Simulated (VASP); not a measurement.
## CdSe: single point with PBE

Crystal: CdSe.

```
Cd Se
1.0
     4.34072    0.00000    0.00000
    -2.17036    3.75918    0.00000
     0.00000    0.00000    7.07665
Cd Se
2 2
Direct
  0.33333 0.66667 0.99952
  0.66667 0.33333 0.49952
  0.33333 0.66667 0.37548
  0.66667 0.33333 0.87548
```

- Program: VASP 6.6.1
- Task: single point
- Functional: PBE
- Potentials or basis: VASP PAW PBE potentials, release 64 (Cd, Se)
- Cutoff: 520 eV
- k mesh: 12 × 12 × 4
- Occupations: fermi-dirac, width 0.02 eV
- Spin: no spin polarisation
- Dipole correction: no
- Further INCAR settings: ALGO = Normal; EDIFF = 1e-06; NBANDS = 26

```json
{
  "Pressure": "1.7 GPa",
  "Band gap on the k mesh": "0.61 eV"
}
```

Levels at points of the mesh, in eV from the valence-band top:
```
           k point  band 15  band 16  band 17  band 18  band 19  band 20  band 21  band 22
(0.00, 0.00, 0.00)    -0.73    -0.04     0.00     0.00     0.61     2.17     5.86     5.86
(0.50, 0.00, 0.00)    -2.55    -1.77    -1.27    -0.72     3.16     3.33     4.78     6.06
(0.00, 0.00, 0.50)    -0.38    -0.38    -0.38    -0.38     2.32     2.32     5.82     5.82
(0.50, 0.00, 0.50)    -1.30    -1.30    -1.29    -1.29     2.92     2.92     4.84     4.84
```

Run time: 48 s on 1 thread of Intel(R) Xeon(R) 6975P-C (Granite Rapids), on a shared host, peak memory 0.32 GiB.
